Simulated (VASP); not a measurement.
Write the native input for VASP 6.6.1 that does the following.

| Property | Result |
| --- | --- |
| Task | single point |
| Functional | PBE |
| Potentials or basis | VASP PAW PBE potentials, release 64 (Si, C) |
| Cutoff | 520 eV |
| k mesh | 9 × 9 × 2 |
| Occupations | gaussian, width 0.01 eV |
| Spin | no spin polarisation |
| Dipole correction | no |
| Further INCAR settings | ALGO = Normal; EDIFF = 1e-06; NBANDS = 36 |

The structure of SiC lies in POSCAR:

```
SiC
1.0
    3.0950015811      0.0000000000      0.0000000000
   -1.5475007906      2.6803499940      0.0000000000
    0.0000000000      0.0000000000     15.1865709586
Si C
6 6
Direct
    0.3333333333      0.6666666667      0.8329927008
    0.6666666667      0.3333333333      0.3329927008
    0.6666666667      0.3333333333      0.6665012400
    0.3333333333      0.6666666667      0.1665012400
    0.0000000000      0.0000000000      0.4997230253
    0.0000000000      0.0000000000      0.9997230253
    0.0000000000      0.0000000000      0.8743713554
    0.0000000000      0.0000000000      0.3743713554
    0.3333333333      0.6666666667      0.7079991940
    0.6666666667      0.3333333333      0.2079991940
    0.6666666667      0.3333333333      0.5415134846
    0.3333333333      0.6666666667      0.0415134846
```

The input as run:

INCAR

```
PREC = Accurate
ENCUT = 520
EDIFF = 1E-6
ISMEAR = 0
SIGMA = 0.01
LREAL = False
LASPH = True
NELM = 80
ALGO = Normal
ISIF = 2
LWAVE = False
LCHARG = True
GGA = PE
LELF = True
LVHAR = True
NBANDS = 36
```

KPOINTS

```
Automatic mesh
0
Gamma
  9 9 2
```

Potentials or basis: VASP PAW PBE potentials, release 64 (Si, C).

Command:

```console
$ cat potpaw_PBE.64/Si/POTCAR potpaw_PBE.64/C/POTCAR > POTCAR
$ mpirun -np 1 vasp_std > vasp.out
```

Results of the run:

```json
{"Pressure": "0.0 GPa", "Band gap on the k mesh": "2.11 eV, indirect (least direct gap 3.18 eV)"}
```

Run time: 2.7 min on 1 thread of Intel Xeon 8259CL (shared host), peak memory 0.28 GiB.
